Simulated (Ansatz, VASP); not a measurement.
One calculation of Mg2C, two programs

```
C Mg
1.0
     0.00000    2.70227    2.70227
     2.70227    0.00000    2.70227
     2.70227    2.70227    0.00000
C Mg
1 2
Direct
  0.00000 0.00000 0.00000
  0.25000 0.25000 0.25000
  0.75000 0.75000 0.75000
```

Alike in both runs: task single point; functional PBE; k mesh 6 × 6 × 6; no spin polarisation.

```csv
,VASP,Ansatz
version,VASP 6.6.1,Ansatz 0.2.0
potentials or method,"VASP PAW PBE potentials, release 64 (C, Mg)","plane waves, PAW"
plane-wave cutoff (eV),520,420
occupations,"gaussian, width 0.01 eV",fixed
valence electrons in the cell,8,24
```

Ansatz gave:

```
gap on the k mesh at the Fermi level (eV) : 0.74
pressure (GPa)                            : 2.9
```

Q: Which values does VASP return?

A: gap on the k mesh at the Fermi level (eV): 0.73; pressure (GPa): 2.7.

VASP's potentials hold 8 valence electrons a cell and Ansatz's 24, so a difference there can come from the potentials and not from the codes.
